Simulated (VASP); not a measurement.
**Mg3Te2O: single point with PBE**

Mg3Te2O:

```
Mg Te O
1.0
     7.04717    0.00000    0.00000
    -3.52358    6.10303    0.00000
     0.00000    0.00000    4.06990
Mg Te O
3 2 1
Direct
  0.50000 0.00000 0.50000
  0.50000 0.50000 0.50000
  0.00000 0.50000 0.50000
  0.33333 0.66667 0.00000
  0.66667 0.33333 0.00000
  0.00000 0.00000 0.00000
```

```
Program             : VASP 6.6.1
Task                : single point
Functional          : PBE
Potentials or basis : VASP PAW PBE potentials, release 64 (Mg, Te, O)
Cutoff              : 600 eV
k mesh              : 3 × 3 × 3
Occupations         : gaussian, width 0.15 eV
Spin                : no spin polarisation
```

* Pressure: 0.1 GPa

Stress tensor (GPa, compression positive):
```
 0.25  0.00  0.00
 0.00  0.25  0.00
 0.00  0.00 -0.21
```

Levels at points of the mesh, in eV from the Fermi level:
| k point | band 10 | band 11 | band 12 | band 13 | band 14 | band 15 |
| --- | --- | --- | --- | --- | --- | --- |
| (0.00, 0.00, 0.00) | -0.56 | -0.15 | -0.15 | -0.03 | 1.98 | 2.52 |

Wall time 110 s on 1 thread of AMD EPYC 7R13 (shared host), peak memory 0.3 GiB.

Caveat: the k points lie up to 0.51 Å⁻¹ apart; spin-orbit coupling is left out, which moves the levels of the heavy elements.
